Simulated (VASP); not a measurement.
# Li (C2/m) in VASP: a series of runs

Runs on Li. Level: PBE. Tasks: single point.

All numbers are computed with VASP 6.6.1; they aren't measurements. Logs are shortened: lines on timing, memory, paths and dates and some standing lists are left out, and cuts for length are marked.

### 1 The cell of the first run

The structure is monoclinic, space group C2/m (No. 12). Conventional cell: a = 5.308 Å, b = 3.065 Å, c = 4.965 Å, α = 90.00°, β = 90.00°, γ = 90.00°. Within 3.5 Å of Li (site symmetry m) lie 12 Li at 2.68 to 3.36 Å.

### 2 Single point, PBE (shortest bond scaled by 0.88)

Contents of INCAR:

```
PREC     = Accurate       # precision mode
ENCUT    = 520            # plane-wave cutoff, eV
EDIFF    = 1E-6           # SCF threshold, eV
ISMEAR   = -1             # smearing method
SIGMA    = 0.05           # smearing width, eV
LREAL    = F              # projectors in reciprocal space
LASPH    = T              # aspherical terms in the spheres
NELM     = 80             # most SCF steps
ALGO     = Normal         # electronic algorithm
ISIF     = 2              # what is computed and relaxed
LWAVE    = F              # write WAVECAR
LCHARG   = F              # write CHGCAR
GGA      = PE             # functional
NBANDS   = 10             # bands
```

Contents of KPOINTS:

```
Automatic mesh
0
Gamma
  11 11 6
```

Contents of POSCAR:

```
Li
1.0
    3.0646488937      0.0000000000      0.0000000000
   -1.5323244468      2.6540637956      0.0000000000
    0.0000000000      0.0000000000      4.9647312077
Li
2
Direct
    0.2933333333      0.6466666667      0.2200000000
    0.7066666667      0.3533333333      0.7800000000
```

Potentials or basis: VASP PAW PBE potentials, release 64 (Li_sv).

Run with:

```console
$ cat potpaw_PBE.64/Li_sv/POTCAR > POTCAR
$ mpirun -np 1 vasp_std > vasp.out
```

OUTCAR:

```text
PREC = Accurate
   ENCUT = 520
   EDIFF = 1E-6
   ISMEAR = -1
   LREAL = F
   LASPH = T
   NELM = 80
   ISIF = 2
   GGA = PE

 ion  position               nearest neighbor table
   1  0.293  0.647  0.220-
   2  0.707  0.353  0.780-

  LATTYP: Found a hexagonal cell.
 ALAT       =     3.0646488937
 C/A-ratio  =     1.6200000000

  Lattice vectors:

 A1 = (   3.0646488937,   0.0000000000,   0.0000000000)
 A2 = (  -1.5323244468,   2.6540637956,   0.0000000000)
 A3 = (   0.0000000000,   0.0000000000,   4.9647312077)

Analysis of symmetry for initial positions (statically):
=====================================================================
 Subroutine PRICEL returns:
 Original cell was already a primitive cell.

 Routine SETGRP: Setting up the symmetry group for a
 hexagonal supercell.

 Subroutine GETGRP returns: Found  4 space group operations
 (whereof  4 operations were pure point group operations)
 out of a pool of 24 trial point group operations.

The static configuration has the point symmetry C_2h.

Analysis of symmetry for dynamics (positions and initial velocities):
=====================================================================
 Subroutine PRICEL returns:
 Original cell was already a primitive cell.

 Routine SETGRP: Setting up the symmetry group for a
 hexagonal supercell.

 Subroutine GETGRP returns: Found  4 space group operations
 (whereof  4 operations were pure point group operations)
 out of a pool of 24 trial point group operations.

The dynamic configuration has the point symmetry C_2h.

 Subroutine INISYM returns: Found  4 space group operations
 (whereof  4 operations are pure point group operations),
 and found     1 'primitive' translations

----------------------------------------------------------------------------------------

                                     Primitive cell

  volume of cell :      40.3820

  direct lattice vectors                    reciprocal lattice vectors
     3.064648894  0.000000000  0.000000000     0.326301653  0.188390347  0.000000000
    -1.532324447  2.654063796  0.000000000     0.000000000  0.376780694  0.000000000
     0.000000000  0.000000000  4.964731208     0.000000000  0.000000000  0.201420773

  length of vectors
     3.064648894  3.064648894  4.964731208     0.376780694  0.376780694  0.201420773

  position of ions in fractional coordinates (direct lattice)
     0.293333333  0.646666667  0.220000000
     0.706666667  0.353333333  0.780000000

  ion indices of the primitive-cell ions
   primitive index   ion index
                 1           1
                 2           2

----------------------------------------------------------------------------------------

 KPOINTS: Automatic mesh

Automatic generation of k-mesh.
 Grid dimensions read from file:
 generate k-points for:   11   11    6

 Generating k-lattice:

  Cartesian coordinates                     Fractional coordinates (reciprocal lattice)
     0.029663787  0.017126395  0.000000000     0.090909091 -0.000000000  0.000000000
     0.000000000  0.034252790  0.000000000     0.000000000  0.090909091  0.000000000
     0.000000000  0.000000000  0.033570129     0.000000000  0.000000000  0.166666667

  Length of vectors
     0.034252790  0.034252790  0.033570129

  Shift w.r.t. Gamma in fractional coordinates (k-lattice)
     0.000000000  0.000000000  0.000000000

 Subroutine IBZKPT returns following result:
 ===========================================

 Found    204 irreducible k-points:

 Following reciprocal coordinates:
            Coordinates               Weight
  0.000000  0.000000  0.000000      1.000000
  0.090909 -0.000000  0.000000      2.000000
  0.000000  0.090909  0.000000      4.000000
  0.181818  0.000000  0.000000      2.000000
  0.000000  0.181818  0.000000      4.000000
  0.272727  0.000000  0.000000      2.000000
[... 16 lines left out ...]
  0.454545  0.090909  0.000000      2.000000
 -0.090909 -0.454545  0.000000      4.000000
 [... further k-points ...]
   k-points           NKPTS =    204   k-points in BZ     NKDIM =    204   number of bands    NBANDS=     10
   number of dos      NEDOS =    301   number of ions     NIONS =      2
   total plane-waves  NPLWV =  23040
   dimension x,y,z NGX =    24 NGY =   24 NGZ =   40
   dimension x,y,z NGXF=    48 NGYF=   48 NGZF=   80
   ions per type =               2
   NGX,Y,Z   is equivalent  to a cutoff of  13.02, 13.02, 13.39 a.u.
   NGXF,Y,Z  is equivalent  to a cutoff of  26.04, 26.04, 26.79 a.u.
 SYSTEM =  unknown system
   PREC   = accura    normal or accurate (medium, high low for compatibility)
   ISTART =      0    job   : 0-new  1-cont  2-samecut
   ICHARG =      2    charge: 1-file 2-atom 10-const
   ISPIN  =      1    spin polarized calculation?
   LNONCOLLINEAR =      F non collinear calculations
   LSORBIT =      F    spin-orbit coupling
   LASPH  =      T    aspherical Exc in radial PAW
   ENCUT  =  520.0 eV  38.22 Ry    6.18 a.u.   5.70  5.70  9.23*2*pi/ulx,y,z
   NELM   =     80;   NELMIN=  2; NELMDL= -5     # of ELM steps
   EDIFF  = 0.1E-05   stopping-criterion for ELM
   LREAL  =      F    real-space projection
   EDIFFG = 0.1E-04   stopping-criterion for IOM
   NSW    =      0    number of steps for IOM
   IBRION =     -1    ionic relax: 0-MD 1-quasi-New 2-CG
   NFREE  =      0    steps in history (QN), initial steepest desc. (CG)
   ISIF   =      2    stress and relaxation
   ISYM   =      2    0-nonsym 1-usesym 2-fastsym
   POTIM  = 0.5000    time-step for ionic-motion
   TEBEG  =    0.0;   TEEND  =   0.0 temperature during run
   PSTRESS=    0.0 pullay stress
   NELECT =       6.0000    total number of electrons
   NUPDOWN=      -1.0000    fix difference up-down
   EMIN   =  10.00;   EMAX   =-10.00  energy-range for DOS
   EFERMI =   0.00;   METHOD = LEGACY
   ISMEAR =    -1;   SIGMA  =   0.05  broadening in eV -4-tet -1-fermi 0-gaus
   EFERMI_NEDOS =   21; number of points for ismear=-14 and -15
   IALGO  =     38    algorithm
   IMIX   =      4    mixing-type and parameters
     AMIX     =   0.40;   BMIX     =  1.00
     AMIX_MAG =   1.60;   BMIX_MAG =  1.00
  volume/ion in A,a.u.               =      20.19       136.26
  Fermi-wavevector in a.u.,A,eV,Ry     =   0.867087  1.638557 10.229401  0.751840
  Thomas-Fermi vector in A             =   1.985570
   LORBIT       =      0    0 simple, 1 ext, 2 COOP (PROOUT), +10 PAW based schemes
   GGA     = PE    functional components
   LHFCALC =     F    Hartree Fock is set to
   AEXX    =    0.0000 exact exchange contribution
   IVDW    =     0    specifies the selected vdW correction
   LEPSILON=     F    determine dielectric tensor
   LRPA    =     F    only Hartree local field effects (RPA)
 non-spin polarized calculation
  energy-cutoff  :      520.00
  volume of cell :       40.38
 maximum number of plane-waves:      1108
   NGX = 11   NGY = 11   NGZ = 19

 number of electron       5.9999982 magnetization

 Free energy of the ion-electron system (eV)
  ---------------------------------------------------
  ext. energy  EPLUGINS =         0.00000000
  ---------------------------------------------------
  free energy    TOTEN  =        -3.74694927 eV

  energy without entropy =       -3.73683109  energy(sigma->0) =       -3.74189018

 E-fermi :   0.6524     XC(G=0):  -7.0368

 val. band max:        0.6508295088   @ k =  -0.4545  -0.0000   0.3333
 cond. band min:       0.6856675009   @ k =  -0.1818   0.0000   0.1667
 fundamental gap:      0.0348379921
 Fermi energy:         0.6524366168

 k-point     1 :       0.0000    0.0000    0.0000
  band No.  band energies     occupation
      1     -45.8991      2.00000
      2     -45.8711      2.00000
      3      -2.9246      2.00000
      4       0.7307      0.34596
      5       3.5112      0.00000
      6      12.7463      0.00000
      7      13.2250      0.00000
      8      14.0005      0.00000
      9      14.8293      0.00000
     10      15.6703      0.00000

 k-point     2 :       0.0909   -0.0000    0.0000
  band No.  band energies     occupation
      1     -45.8975      2.00000
      2     -45.8707      2.00000
      3      -2.7948      2.00000
      4       0.9029      0.01326
      5       3.5583      0.00000
      6      11.6104      0.00000
      7      12.1613      0.00000
      8      14.5519      0.00000
      9      14.7524      0.00000
     10      15.4316      0.00000

 k-point     3 :       0.0000    0.0909    0.0000
  band No.  band energies     occupation
      1     -45.8977      2.00000
      2     -45.8706      2.00000
      3      -2.7949      2.00000
      4       0.9022      0.01345
      5       3.5674      0.00000
      6      11.6192      0.00000
      7      12.1069      0.00000
      8      14.0923      0.00000
      9      15.1568      0.00000
     10      15.5666      0.00000

 k-point     4 :       0.1818    0.0000    0.0000
  band No.  band energies     occupation
      1     -45.8933      2.00000
      2     -45.8698      2.00000
      3      -2.4047      2.00000
      4       1.4192      0.00000
      5       3.6666      0.00000
      6       9.4625      0.00000
      7      10.9378      0.00000
      8      13.8627      0.00000
      9      14.1149      0.00000
     10      14.4293      0.00000
[... 222 lines left out ...]
 k-point    22 :      -0.4545    0.3636    0.0000
  band No.  band energies     occupation
      1     -45.8811      2.00000
      2     -45.8668      2.00000
      3      -0.2497      2.00000
      4       2.8238      0.00000
      5       4.2615      0.00000
      6       6.1184      0.00000
      7       7.8900      0.00000
      8       8.2924      0.00000
      9      10.4863      0.00000
     10      12.8477      0.00000

 k-point    23 :       0.4545    0.0909    0.0000
  band No.  band energies     occupation
      1     -45.8737      2.00000
      2     -45.8724      2.00000
      3       0.8151      0.07440
      4       1.4108      0.00000
      5       5.7459      0.00000
      6       6.2110      0.00000
      7       6.9952      0.00000
      8       7.5699      0.00000
      9       9.7081      0.00000
     10      13.0614      0.00000

 k-point    24 :      -0.0909   -0.4545    0.0000
  band No.  band energies     occupation
      1     -45.8797      2.00000
      2     -45.8665      2.00000
      3       0.5291      1.84358
      4       1.9219      0.00000
      5       5.3641      0.00000
      6       6.6584      0.00000
      7       6.7873      0.00000
      8       7.1515      0.00000
      9      10.1249      0.00000
     10      12.7000      0.00000

 [... further k-points ...]

------------------------ aborting loop because EDIFF is reached ----------------------------------------

  FORCE on cell =-STRESS in cart. coord.  units (eV):
  Direction    XX          YY          ZZ          XY          YZ          ZX
  --------------------------------------------------------------------------------------
  -------------------------------------------------------------------------------------
  Total        0.0533137     -0.0189152      0.2631595      0.0625521      0.0363063      0.0628844
  in kB        2.1152498     -0.7504698     10.4409951      2.4817860      1.4404715      2.4949701
  external PRESSURE =       3.9352584 kB  Pullay stress =       0.0000000 kB

 VOLUME and BASIS-vectors are now :
 -----------------------------------------------------------------------------
  energy-cutoff  :      520.00
  volume of cell :       40.38
      direct lattice vectors                 reciprocal lattice vectors
     3.064648894  0.000000000  0.000000000     0.326301653  0.188390347  0.000000000
    -1.532324447  2.654063796  0.000000000     0.000000000  0.376780694  0.000000000
     0.000000000  0.000000000  4.964731208     0.000000000  0.000000000  0.201420773

 POSITION                                       TOTAL-FORCE (eV/Angst)
 -----------------------------------------------------------------------------------
     -0.09194      1.71629      1.09224         0.050931      0.029405      0.402059
      1.62426      0.93777      3.87249        -0.050931     -0.029405     -0.402059
 -----------------------------------------------------------------------------------
    total drift:                               -0.000000      0.000000     -0.000000

  FREE ENERGIE OF THE ION-ELECTRON SYSTEM (eV)
  ---------------------------------------------------
  free  energy   TOTEN  =        -3.7469492723 eV

  energy  without entropy=       -3.7368310918  energy(sigma->0) =       -3.74189018
```

Run time: 40 s. Hardware: 1 thread of Intel Xeon Platinum 8259CL at 2.50GHz (Skylake/Cascade Lake), shared host; peak memory 0.19 GiB.

What came out:

```yaml
Free_energy: -3.7469 eV
Largest_force: 0.406 eV/Å
Band_gap_on_the_k_mesh: zero (bands 3 and 4 overlap by 3.94 eV)
```

Forces in eV/Å, atoms in the order of the input:
```
Li   0.051  0.029  0.402
Li  -0.051 -0.029 -0.402
```

Caveat: the cell differs from its parent crystal (shortest bond scaled by 0.88); the cutoff is under 1.25 times the usual one of these potentials, so pressure, stress and relaxed cells hold a basis-set (Pulay) error.

### 3 Single point, PBE (shortest bond scaled by 0.88)

Contents of INCAR:

```
SYSTEM = Li
PREC     = Accurate       ! precision mode
ENCUT    = 520            ! plane-wave cutoff, eV
EDIFF    = 1E-6           ! SCF threshold, eV
ISMEAR   = -1             ! smearing method
SIGMA    = 0.05           ! smearing width, eV
LREAL    = .False.        ! projectors in reciprocal space
LASPH    = .True.         ! aspherical terms in the spheres
NELM     = 80             ! most SCF steps
ALGO     = Normal         ! electronic algorithm
ISIF     = 2              ! what is computed and relaxed
LWAVE    = .False.        ! write WAVECAR
LCHARG   = .False.        ! write CHGCAR
GGA      = PE             ! functional
NBANDS   = 10             ! bands
```

Contents of KPOINTS:

```
Automatic mesh
0
Gamma
  11 11 6
  0 0 0
```

POSCAR is that of step 2.

Potentials or basis: VASP PAW PBE potentials, release 64 (Li_sv).

Run with:

```console
$ cat potpaw_PBE.64/Li_sv/POTCAR > POTCAR
$ mpirun -np 1 vasp_std > vasp.out
```

Run time: 46 s. Hardware: 1 thread of Intel Xeon Platinum 8259CL at 2.50GHz (Skylake/Cascade Lake), shared host; peak memory 0.19 GiB.

It converged, with:

```yaml
Free_energy: -3.7469 eV
Largest_force: 0.406 eV/Å
Band_gap_on_the_k_mesh: zero (bands 3 and 4 overlap by 3.94 eV)
```

Forces on the atoms (eV/Å):
```
Li   0.051  0.029  0.402
Li  -0.051 -0.029 -0.402
```

Levels at points of the mesh, in eV from the Fermi level:
| k point | band 1 | band 2 | band 3 | band 4 | band 5 | band 6 |
| --- | --- | --- | --- | --- | --- | --- |
| (0.00, 0.00, 0.00) | -46.55 | -46.52 | -3.58 | 0.08 | 2.86 | 12.09 |
| (0.00, 0.00, 0.50) | -46.55 | -46.53 | -2.56 | -2.31 | 7.28 | 8.95 |

Caveat: the cell differs from its parent crystal (shortest bond scaled by 0.88); the cutoff is under 1.25 times the usual one of these potentials, so pressure, stress and relaxed cells hold a basis-set (Pulay) error.

### 4 Single point, PBE (shortest bond scaled by 0.82)

Contents of INCAR:

```
PREC = Accurate
ENCUT = 520
EDIFF = 1E-6
ISMEAR = -1
SIGMA = 0.05
LREAL = False
LASPH = True
NELM = 100
ALGO = Normal
ISIF = 2
LWAVE = False
LCHARG = False
GGA = PE
NBANDS = 10
```

Contents of KPOINTS:

```
regular mesh
0
Gamma
  11 11 6
```

Contents of POSCAR:

```
Li
1.0
    3.0646488937      0.0000000000      0.0000000000
   -1.5323244468      2.6540637956      0.0000000000
    0.0000000000      0.0000000000      4.9647312077
Li
2
Direct
    0.2733333333      0.6366666667      0.2050000000
    0.7266666667      0.3633333333      0.7950000000
```

Run with:

```console
$ cat potpaw_PBE.64/Li_sv/POTCAR > POTCAR
$ mpirun -np 1 vasp_std > vasp.out
```

Wall time 45 s (1 thread of Intel Xeon Platinum 8259CL at 2.50GHz (Skylake/Cascade Lake), shared host); peak memory 0.19 GiB.

Results (log left out):

- Free energy: -3.6599 eV
- Largest force: 0.661 eV/Å
- Band gap on the k mesh: zero (bands 3 and 4 overlap by 3.79 eV)

Forces in eV/Å, atoms in the order of the input:
```
Li   0.104  0.060  0.650
Li  -0.104 -0.060 -0.650
```

Levels at points of the mesh, in eV from the Fermi level:
```
           k point  band 1  band 2  band 3  band 4  band 5  band 6  band 7
(0.00, 0.00, 0.00)  -46.55  -46.51   -3.54    0.20    2.75   11.95   12.68
(0.00, 0.00, 0.50)  -46.55  -46.51   -2.57   -2.20    6.97    9.33   12.51
```

Caveat: the cell differs from its parent crystal (shortest bond scaled by 0.82); the cutoff is under 1.25 times the usual one of these potentials, so pressure, stress and relaxed cells hold a basis-set (Pulay) error.

### 5 Single point, PBE (shortest bond scaled by 0.82)

Contents of INCAR:

```
SYSTEM = Li
PREC = Accurate
ENCUT = 520
EDIFF = 1E-6
ISMEAR = -1
SIGMA = 0.05
LREAL = .FALSE.
LASPH = .TRUE.
NELM = 80
ALGO = Normal
ISIF = 2
LWAVE = .FALSE.
LCHARG = .TRUE.
GGA = PE
LELF = .TRUE.
LVHAR = .TRUE.
NBANDS = 10
```

Contents of KPOINTS:

```
Automatic mesh
0
G
  11 11 6
  0 0 0
```

POSCAR is that of step 4.

Run with:

```console
$ cat potpaw_PBE.64/Li_sv/POTCAR > POTCAR
$ mpirun -np 1 vasp_std > vasp.out
```

Wall time 40 s (1 thread of Intel Xeon Platinum 8259CL at 2.50GHz (Skylake/Cascade Lake), shared host); peak memory 0.19 GiB.

The run converged. Its results:

- Free energy: -3.6599 eV
- Largest force: 0.661 eV/Å
- Band gap on the k mesh: zero (bands 3 and 4 overlap by 3.79 eV)

Forces on the atoms (eV/Å):
```
Li   0.104  0.060  0.650
Li  -0.104 -0.060 -0.650
```

Levels at points of the mesh, in eV from the Fermi level:
```
           k point  band 1  band 2  band 3  band 4  band 5  band 6  band 7
(0.00, 0.00, 0.00)  -46.55  -46.51   -3.54    0.20    2.75   11.95   12.68
(0.00, 0.00, 0.50)  -46.55  -46.51   -2.57   -2.20    6.97    9.33   12.51
```

Caveat: the cell differs from its parent crystal (shortest bond scaled by 0.82); the cutoff is under 1.25 times the usual one of these potentials, so pressure, stress and relaxed cells hold a basis-set (Pulay) error.
